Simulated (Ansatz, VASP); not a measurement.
**One calculation of AlRu, two programs**

```
Al Ru
1.0
     2.99160    0.00000    0.00000
     0.00000    2.99160    0.00000
     0.00000    0.00000    2.99160
Al Ru
1 1
Direct
  0.00000 0.00000 0.00000
  0.50000 0.50000 0.50000
```

Alike in both runs: task single point; functional PBE; k mesh 12 × 12 × 12; occupations fermi-dirac, width 0.05 eV; no spin polarisation.

|  | VASP | Ansatz |
| --- | --- | --- |
| version | VASP 6.6.1 | Ansatz 0.2.0 |
| potentials or method | VASP PAW PBE potentials, release 64 (Al, Ru_pv), cutoff 520 eV | all-electron LAPW, scalar-relativistic |

```csv
,VASP,Ansatz,Ansatz less VASP
pressure (GPa),2.4,2.4,-0.02
```

Ansatz ran all-electron here, and VASP with PAW potentials.
